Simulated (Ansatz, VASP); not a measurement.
**MgO in VASP and in Ansatz**

```xyz
2
Lattice="0.0000 2.1598 2.1071 2.1598 0.0000 2.1071 2.1598 2.1598 0.0000" Properties=species:S:1:pos:R:3 pbc="T T T"
Mg    0.0000    0.0000    0.0000
O     2.1598    2.1598    2.1071
```

Change from the starting cell: strain +0.025 along x and y, +0.000 along z, atoms carried along.

Alike in both runs: task single point; functional PBEsol; k mesh 10 × 10 × 10; occupations gaussian, width 0.05 eV; no spin polarisation.

|  | VASP | Ansatz |
| --- | --- | --- |
| version | VASP 6.6.1 | Ansatz 0.2.0 |
| potentials or method | VASP PAW PBE potentials, release 64 (Mg, O), cutoff 520 eV | scalar-relativistic, plane waves, PAW |
| valence electrons in the cell | 8 | 16 |

VASP gave:

| Quantity | Value |
| --- | --- |
| gap on the k mesh at the Fermi level (eV) | 4.14 |
| least direct gap on the mesh (eV) | 4.14 |
| pressure (GPa) | -7.4 |
| traceless stress, the component that is largest in VASP (GPa) | 2.60 |

Task: Estimate Ansatz's values.

Result: gap on the k mesh at the Fermi level (eV): 4.14; least direct gap on the mesh (eV): 4.14; pressure (GPa): -6.9; traceless stress, the component that is largest in VASP (GPa): 2.59.

VASP's potentials were made for PBE, not for PBEsol. VASP's potentials hold 8 valence electrons a cell and Ansatz's 16, so a difference there can come from the potentials and not from the codes.
